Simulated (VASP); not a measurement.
# C (Fd-3m) in VASP: notebook

The runs below take C through single point, with r2SCAN.

Program: VASP 6.6.1. These are calculated values, not measurements. Logs are shortened: lines on timing, memory, paths and dates and some standing lists are left out, and cuts for length are marked.

**1. The cell of the first run**

The structure is cubic, space group Fd-3m (No. 227). The conventional cell has a = 3.560 Å, b = 3.560 Å, c = 3.560 Å, α = 90.00°, β = 90.00°, γ = 90.00°. Within 2.1 Å of C (site symmetry -43m) lie 4 C at 1.54 Å.

**2. Single point, r2SCAN**

The input, POSCAR:

```
C
1.0
    3.5602834138      0.0000000000      0.0000000000
    0.0000000000     -3.5602834138      0.0000000000
    0.0000000000      0.0000000000     -3.5602834138
C
8
Direct
    0.5000000000      0.0000000000      0.0000000000
    0.0000000000      0.5000000000      0.0000000000
    0.0000000000      0.0000000000      0.5000000000
    0.5000000000      0.5000000000      0.5000000000
    0.7500000000      0.7500000000      0.7500000000
    0.2500000000      0.2500000000      0.7500000000
    0.2500000000      0.7500000000      0.2500000000
    0.7500000000      0.2500000000      0.2500000000
```

The input, INCAR.step1:

```
ALGO     = Normal         # electronic algorithm
EDIFF    = 1E-4           # SCF threshold, eV
ENCUT    = 520            # plane-wave cutoff, eV
GGA      = PE             # functional
ISMEAR   = 0              # smearing method
LASPH    = T              # aspherical terms in the spheres
LCHARG   = F              # write CHGCAR
LREAL    = F              # projectors in reciprocal space
LWAVE    = T              # write WAVECAR
NBANDS   = 26             # bands
NELM     = 100            # most SCF steps
PREC     = Accurate       # precision mode
SIGMA    = 0.05           # smearing width, eV
```

The input, INCAR.step2:

```
ALGO     = Normal         # electronic algorithm
EDIFF    = 1E-7           # SCF threshold, eV
ENCUT    = 520            # plane-wave cutoff, eV
ISIF     = 2              # what is computed and relaxed
ISMEAR   = 0              # smearing method
ISTART   = 1            
LASPH    = T              # aspherical terms in the spheres
LCHARG   = T              # write CHGCAR
LELF     = T              # ELF
LMIXTAU  = T            
LREAL    = F              # projectors in reciprocal space
LVHAR    = T            
LWAVE    = F              # write WAVECAR
METAGGA  = R2SCAN         # meta-GGA
NBANDS   = 26             # bands
NELM     = 100            # most SCF steps
PREC     = Accurate       # precision mode
SIGMA    = 0.05           # smearing width, eV
```

The input, KPOINTS:

```
k-points
0
Gamma
  6 6 6
```

Potentials or basis: VASP PAW PBE potentials, release 64 (C).

Run with:

```
> cat potpaw_PBE.64/C/POTCAR > POTCAR
> cp INCAR.step1 INCAR
> mpirun -np 1 vasp_std > vasp.out
> cp INCAR.step2 INCAR
> mpirun -np 1 vasp_std > vasp.out
```

OUTCAR:

```text
EDIFF = 1E-7
   ENCUT = 520
   ISIF = 2
   ISMEAR = 0
   ISTART = 1
   LASPH = T
   LREAL = F
   METAGGA = R2SCAN
   NELM = 100
   PREC = Accurate

 ion  position               nearest neighbor table
   1  0.500  0.000  0.000-   5 1.54   6 1.54   7 1.54   8 1.54
   2  0.000  0.500  0.000-   5 1.54   6 1.54   7 1.54   8 1.54
   3  0.000  0.000  0.500-   5 1.54   6 1.54   7 1.54   8 1.54
   4  0.500  0.500  0.500-   5 1.54   6 1.54   7 1.54   8 1.54
   5  0.750  0.750  0.750-   1 1.54   2 1.54   3 1.54   4 1.54
   6  0.250  0.250  0.750-   1 1.54   2 1.54   3 1.54   4 1.54
   7  0.250  0.750  0.250-   1 1.54   2 1.54   3 1.54   4 1.54
   8  0.750  0.250  0.250-   1 1.54   2 1.54   3 1.54   4 1.54

  LATTYP: Found a simple cubic cell.
 ALAT       =     3.5602834138

  Lattice vectors:

 A1 = (   3.5602834138,   0.0000000000,   0.0000000000)
 A2 = (   0.0000000000,  -3.5602834138,   0.0000000000)
 A3 = (   0.0000000000,   0.0000000000,  -3.5602834138)

Analysis of symmetry for initial positions (statically):
=====================================================================
 Subroutine PRICEL returns following result:

  LATTYP: Found a face centered cubic cell.
 ALAT       =     3.5602834138

  Lattice vectors:

 A1 = (   1.7801417069,   1.7801417069,   0.0000000000)
 A2 = (   1.7801417069,   0.0000000000,  -1.7801417069)
 A3 = (   0.0000000000,   1.7801417069,  -1.7801417069)

   4 primitive cells build up your supercell.

 Routine SETGRP: Setting up the symmetry group for a
 simple cubic supercell.

 Subroutine GETGRP returns: Found 48 space group operations
 (whereof 24 operations were pure point group operations)
 out of a pool of 48 trial point group operations.

The static configuration has the point symmetry T_d .
 The point group associated with its full space group is O_h .

Analysis of symmetry for dynamics (positions and initial velocities):
=====================================================================
 Subroutine PRICEL returns following result:

  LATTYP: Found a face centered cubic cell.
 ALAT       =     3.5602834138

  Lattice vectors:

 A1 = (   1.7801417069,   1.7801417069,   0.0000000000)
 A2 = (   1.7801417069,   0.0000000000,  -1.7801417069)
 A3 = (   0.0000000000,   1.7801417069,  -1.7801417069)

   4 primitive cells build up your supercell.

 Routine SETGRP: Setting up the symmetry group for a
 simple cubic supercell.

 Subroutine GETGRP returns: Found 48 space group operations
 (whereof 24 operations were pure point group operations)
 out of a pool of 48 trial point group operations.

The dynamic configuration has the point symmetry T_d .
 The point group associated with its full space group is O_h .

 Subroutine INISYM returns: Found 48 space group operations
 (whereof 24 operations are pure point group operations),
 and found     4 'primitive' translations

----------------------------------------------------------------------------------------

                                     Primitive cell

  volume of cell :      11.2822

  direct lattice vectors                    reciprocal lattice vectors
     1.780141707  1.780141707  0.000000000     0.280876516  0.280876516  0.280876516
     1.780141707  0.000000000 -1.780141707     0.280876516 -0.280876516 -0.280876516
     0.000000000  1.780141707 -1.780141707    -0.280876516  0.280876516 -0.280876516

  length of vectors
     2.517500545  2.517500545  2.517500545     0.486492396  0.486492396  0.486492396

  position of ions in fractional coordinates (direct lattice)
     0.500000000  0.500000000  0.500000000
     0.250000000  0.250000000  0.250000000

  ion indices of the primitive-cell ions
   primitive index   ion index
                 1           1
                 2           5

----------------------------------------------------------------------------------------

 KPOINTS: k-points

Automatic generation of k-mesh.
 Grid dimensions read from file:
 generate k-points for:    6    6    6

 Generating k-lattice:

  Cartesian coordinates                     Fractional coordinates (reciprocal lattice)
     0.046812753  0.000000000  0.000000000     0.166666667  0.000000000  0.000000000
     0.000000000 -0.046812753  0.000000000     0.000000000  0.166666667  0.000000000
     0.000000000  0.000000000 -0.046812753     0.000000000  0.000000000  0.166666667

  Length of vectors
     0.046812753  0.046812753  0.046812753

  Shift w.r.t. Gamma in fractional coordinates (k-lattice)
     0.000000000  0.000000000  0.000000000

 Subroutine IBZKPT returns following result:
 ===========================================

 Found     20 irreducible k-points:

 Following reciprocal coordinates:
            Coordinates               Weight
  0.000000  0.000000  0.000000      1.000000
  0.166667  0.000000  0.000000      6.000000
  0.333333  0.000000  0.000000      6.000000
  0.500000  0.000000  0.000000      3.000000
  0.166667  0.166667  0.000000     12.000000
  0.333333  0.166667  0.000000     24.000000
[... 12 lines left out ...]
  0.500000  0.500000  0.333333      6.000000
  0.500000  0.500000  0.500000      1.000000
   k-points           NKPTS =     20   k-points in BZ     NKDIM =     20   number of bands    NBANDS=     26
   number of dos      NEDOS =    301   number of ions     NIONS =      8
   total plane-waves  NPLWV =  21952
   dimension x,y,z NGX =    28 NGY =   28 NGZ =   28
   dimension x,y,z NGXF=    56 NGYF=   56 NGZF=   56
   ions per type =               8
   NGX,Y,Z   is equivalent  to a cutoff of  13.07, 13.07, 13.07 a.u.
   NGXF,Y,Z  is equivalent  to a cutoff of  26.15, 26.15, 26.15 a.u.
 SYSTEM =  unknown system
   PREC   = accura    normal or accurate (medium, high low for compatibility)
   ISTART =      1    job   : 0-new  1-cont  2-samecut
   ICHARG =      0    charge: 1-file 2-atom 10-const
   ISPIN  =      1    spin polarized calculation?
   LNONCOLLINEAR =      F non collinear calculations
   LSORBIT =      F    spin-orbit coupling
   LASPH  =      T    aspherical Exc in radial PAW
   ENCUT  =  520.0 eV  38.22 Ry    6.18 a.u.   6.62  6.62  6.62*2*pi/ulx,y,z
   NELM   =    100;   NELMIN=  2; NELMDL=  0     # of ELM steps
   EDIFF  = 0.1E-06   stopping-criterion for ELM
   LREAL  =      F    real-space projection
   EDIFFG = 0.1E-05   stopping-criterion for IOM
   NSW    =      0    number of steps for IOM
   IBRION =     -1    ionic relax: 0-MD 1-quasi-New 2-CG
   NFREE  =      0    steps in history (QN), initial steepest desc. (CG)
   ISIF   =      2    stress and relaxation
   ISYM   =      2    0-nonsym 1-usesym 2-fastsym
   POTIM  = 0.5000    time-step for ionic-motion
   TEBEG  =    0.0;   TEEND  =   0.0 temperature during run
   PSTRESS=    0.0 pullay stress
   NELECT =      32.0000    total number of electrons
   NUPDOWN=      -1.0000    fix difference up-down
   EMIN   =  10.00;   EMAX   =-10.00  energy-range for DOS
   EFERMI =   0.00;   METHOD = LEGACY
   ISMEAR =     0;   SIGMA  =   0.05  broadening in eV -4-tet -1-fermi 0-gaus
   EFERMI_NEDOS =   21; number of points for ismear=-14 and -15
   IALGO  =     38    algorithm
   IMIX   =      4    mixing-type and parameters
     AMIX     =   0.40;   BMIX     =  1.00
     AMIX_MAG =   1.60;   BMIX_MAG =  1.00
  volume/ion in A,a.u.               =       5.64        38.07
  Fermi-wavevector in a.u.,A,eV,Ry     =   1.459846  2.758708 28.996044  2.131149
  Thomas-Fermi vector in A             =   2.576365
   LORBIT       =      0    0 simple, 1 ext, 2 COOP (PROOUT), +10 PAW based schemes
   METAGGA = R2SCAN    functional components
   LHFCALC =     F    Hartree Fock is set to
   AEXX    =    0.0000 exact exchange contribution
   IVDW    =     0    specifies the selected vdW correction
   LEPSILON=     F    determine dielectric tensor
   LRPA    =     F    only Hartree local field effects (RPA)
 non-spin polarized calculation
 Gauss-broadening in eV      SIGMA  =   0.05
  energy-cutoff  :      520.00
  volume of cell :       45.13
 maximum number of plane-waves:      1233
 NGX is ok and might be reduce to    28

 number of electron      31.9999998 magnetization

 Free energy of the ion-electron system (eV)
  ---------------------------------------------------
  ext. energy  EPLUGINS =         0.00000000
  ---------------------------------------------------
  free energy    TOTEN  =       -78.62863988 eV

  energy without entropy =      -78.62863988  energy(sigma->0) =      -78.62863988

 E-fermi :  10.0475     XC(G=0): -14.2878

 val. band max:        9.7920706809   @ k =   0.0000   0.0000   0.0000
 cond. band min:      14.1472728132   @ k =   0.3333   0.0000   0.0000
 fundamental gap:      4.3552021323
 Fermi energy:        10.0474514467

 k-point     1 :       0.0000    0.0000    0.0000
  band No.  band energies     occupation
      1     -12.9788      2.00000
      2      -3.8333      2.00000
      3      -3.8333      2.00000
      4      -3.8333      2.00000
      5      -3.8333      2.00000
      6      -3.8333      2.00000
[... 18 lines left out ...]
     25      15.6425      0.00000
     26      23.7407      0.00000

 k-point     2 :       0.1667    0.0000    0.0000
  band No.  band energies     occupation
      1     -12.7098      2.00000
      2      -6.4869      2.00000
      3      -3.6732      2.00000
      4      -3.6732      2.00000
      5      -3.6732      2.00000
      6      -3.6732      2.00000
[... 18 lines left out ...]
     25      16.8634      0.00000
     26      23.8978      0.00000

 k-point     3 :       0.3333    0.0000    0.0000
  band No.  band energies     occupation
      1     -11.9070      2.00000
      2      -8.7615      2.00000
      3      -3.2899      2.00000
      4      -3.2899      2.00000
      5      -3.2899      2.00000
      6      -3.2899      2.00000
[... 456 lines left out ...]
 k-point    19 :       0.5000    0.5000    0.3333
  band No.  band energies     occupation
      1      -7.4770      2.00000
      2      -7.4770      2.00000
      3      -7.4770      2.00000
      4      -7.4770      2.00000
      5      -3.3672      2.00000
      6      -3.3672      2.00000
[... 18 lines left out ...]
     25      19.6937      0.00000
     26      19.6937      0.00000

 k-point    20 :       0.5000    0.5000    0.5000
  band No.  band energies     occupation
      1      -7.0000      2.00000
      2      -7.0000      2.00000
      3      -7.0000      2.00000
      4      -7.0000      2.00000
      5      -4.3132      2.00000
      6      -4.3132      2.00000
[... 18 lines left out ...]
     25      18.9962      0.00000
     26      18.9962      0.00000

------------------------ aborting loop because EDIFF is reached ----------------------------------------

  FORCE on cell =-STRESS in cart. coord.  units (eV):
  Direction    XX          YY          ZZ          XY          YZ          ZX
  --------------------------------------------------------------------------------------
  -------------------------------------------------------------------------------------
  Total        0.3144786      0.3144786      0.3144786      0.0000000     -0.0000000     -0.0000000
  in kB       11.1647226     11.1647226     11.1647226      0.0000000     -0.0000000     -0.0000000
  external PRESSURE =      11.1647226 kB  Pullay stress =       0.0000000 kB

 VOLUME and BASIS-vectors are now :
 -----------------------------------------------------------------------------
  energy-cutoff  :      520.00
  volume of cell :       45.13
      direct lattice vectors                 reciprocal lattice vectors
     3.560283414  0.000000000  0.000000000     0.280876516  0.000000000  0.000000000
     0.000000000 -3.560283414  0.000000000     0.000000000 -0.280876516  0.000000000
     0.000000000  0.000000000 -3.560283414     0.000000000  0.000000000 -0.280876516

 POSITION                                       TOTAL-FORCE (eV/Angst)
 -----------------------------------------------------------------------------------
      1.78014      0.00000      0.00000         0.000000      0.000000     -0.000000
      0.00000     -1.78014      0.00000        -0.000000     -0.000000      0.000000
      0.00000      0.00000     -1.78014         0.000000      0.000000     -0.000000
      1.78014     -1.78014     -1.78014         0.000000     -0.000000      0.000000
      2.67021     -2.67021     -2.67021        -0.000000     -0.000000     -0.000000
      0.89007     -0.89007     -2.67021        -0.000000     -0.000000      0.000000
      0.89007     -2.67021     -0.89007        -0.000000     -0.000000     -0.000000
      2.67021     -0.89007     -0.89007        -0.000000     -0.000000      0.000000
 -----------------------------------------------------------------------------------
    total drift:                                0.000000     -0.000000      0.000000

  FREE ENERGIE OF THE ION-ELECTRON SYSTEM (eV)
  ---------------------------------------------------
  free  energy   TOTEN  =       -78.6286398756 eV

  energy  without entropy=      -78.6286398756  energy(sigma->0) =      -78.62863988
```

Wall time 72 s (1 thread of Intel Xeon Platinum 8488C (Sapphire Rapids), shared host); peak memory 0.16 GiB.

What came out:

```yaml
Free_energy: -78.6286 eV
Pressure: 1.1 GPa
Band_gap_on_the_k_mesh: 4.36 eV
```

Caveat: the PAW data sets were made with another functional, which shifts forces and pressure a little. A k mesh can miss the band edges.

**3. Single point, r2SCAN**

This run uses another cell than the first one: it holds 4 atoms, not 8.

The input, POSCAR:

```
C
1.0
    0.0000000000     -1.7801417069     -1.7801417069
   -1.7801417069      0.0000000000     -1.7801417069
    1.7801417069      1.7801417069     -3.5602834138
C
4
Direct
    0.7500000000      0.7500000000      0.7500000000
    0.2500000000      0.2500000000      0.2500000000
    0.3750000000      0.3750000000      0.8750000000
    0.8750000000      0.8750000000      0.3750000000
```

The input, INCAR.step1:

```
SYSTEM = C
ALGO = Normal
EDIFF = 1E-4
ENCUT = 520
GGA = PE
ISMEAR = 0
ISYM = 0
LASPH = .True.
LCHARG = .False.
LREAL = .False.
LWAVE = .True.
NBANDS = 16
NELM = 60
PREC = Accurate
SIGMA = 0.05
```

The input, INCAR.step2:

```
SYSTEM = C
ALGO = Normal
EDIFF = 1E-6
ENCUT = 520
ISIF = 2
ISMEAR = 0
ISTART = 1
ISYM = 0
LASPH = .True.
LCHARG = .True.
LELF = .True.
LMIXTAU = .True.
LREAL = .False.
LVHAR = .True.
LWAVE = .False.
METAGGA = R2SCAN
NBANDS = 16
NELM = 60
PREC = Accurate
SIGMA = 0.05
```

The input, KPOINTS:

```
k-points
0
Gamma
  12 12 10
  0 0 0
```

Potentials or basis: VASP PAW PBE potentials, release 64 (C).

Run with:

```
> cat potpaw_PBE.64/C/POTCAR > POTCAR
> cp INCAR.step1 INCAR
> mpirun -np 1 vasp_std > vasp.out
> cp INCAR.step2 INCAR
> mpirun -np 1 vasp_std > vasp.out
```

It took 8.5 min on 1 thread of Intel Xeon Platinum 8488C (Sapphire Rapids), shared host; peak memory 0.28 GiB.

It converged, with:

- Free energy: -39.3144 eV
- Pressure: 1.1 GPa
- Band gap on the k mesh: 4.37 eV

Levels at points of the mesh, in eV from the valence-band top:
| k point | band 4 | band 5 | band 6 | band 7 | band 8 | band 9 | band 10 | band 11 | band 12 | band 13 |
| --- | --- | --- | --- | --- | --- | --- | --- | --- | --- | --- |
| (0.00, 0.00, 0.00) | -2.99 | -2.99 | 0.00 | 0.00 | 0.00 | 5.85 | 5.85 | 5.85 | 8.90 | 8.90 |
| (0.50, 0.00, 0.00) | -11.48 | -7.17 | -7.17 | -5.19 | -5.19 | 6.39 | 6.39 | 12.09 | 12.09 | 13.58 |
| (0.00, 0.50, 0.00) | -11.48 | -7.17 | -7.17 | -5.19 | -5.19 | 6.39 | 6.39 | 12.09 | 12.09 | 13.58 |
| (0.50, 0.50, 0.00) | -13.63 | -6.69 | -6.69 | -2.99 | -2.99 | 5.01 | 5.01 | 8.90 | 8.90 | 9.20 |
| (0.00, 0.00, 0.50) | -7.03 | -1.87 | -1.87 | -1.87 | -1.87 | 8.20 | 8.20 | 8.20 | 8.20 | 8.54 |
| (0.50, 0.00, 0.50) | -13.63 | -6.69 | -6.69 | -2.99 | -2.99 | 5.01 | 5.01 | 8.90 | 8.90 | 9.20 |
| (0.00, 0.50, 0.50) | -13.63 | -6.69 | -6.69 | -2.99 | -2.99 | 5.01 | 5.01 | 8.90 | 8.90 | 9.20 |
| (0.50, 0.50, 0.50) | -11.48 | -7.17 | -7.17 | -5.19 | -5.19 | 6.39 | 6.39 | 12.09 | 12.09 | 13.58 |

Caveat: the PAW data sets were made with another functional, which shifts forces and pressure a little. r2SCAN opens gaps a little over a GGA but as a rule still falls short of measured ones.

[end of part 1 of 2]
